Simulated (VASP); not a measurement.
Runs of VASP 6.6.1 on NaF. The structure is that of space group Pm-3m (No. 221), or close to it. The cells are those of the table. 

```tsv
level	cell	k mesh	gap on the mesh (eV)	pressure (GPa)
r2SCAN	a = 2.821 Å, 2 atoms	8 × 8 × 8	6.91	-2.4
PBE	a = 2.865 Å, 2 atoms	8 × 8 × 8	5.64	-0.2
PBE	a = 2.921 Å, 2 atoms	8 × 8 × 8	(b)	-2.7
r2SCAN	a = 2.848 Å, 2 atoms	8 × 8 × 8	(c)	-3.8
r2SCAN	a = 2.793 Å, 2 atoms	10 × 10 × 10	7.11	(a)
r2SCAN	a = 2.765 Å, 2 atoms	8 × 8 × 8	7.33	1.1
PBE	a = 2.806 Å, 2 atoms	8 × 8 × 8	6.02	3.3
PBE	a = 2.836 Å, 2 atoms	8 × 8 × 8	5.82	1.4
```

Alike in all rows: task single point; potentials or basis VASP PAW PBE potentials, release 64 (Na_pv, F); no spin polarisation; cutoff (eV) 520; smearing gaussian 0.01 eV.

Task: Estimate the missing entries.

Result: (a) -0.9; (b) 5.31; (c) 6.73.

Caveats: the PAW data sets were made with another functional, which shifts forces and pressure a little (some runs).

A k mesh can miss the band edges.
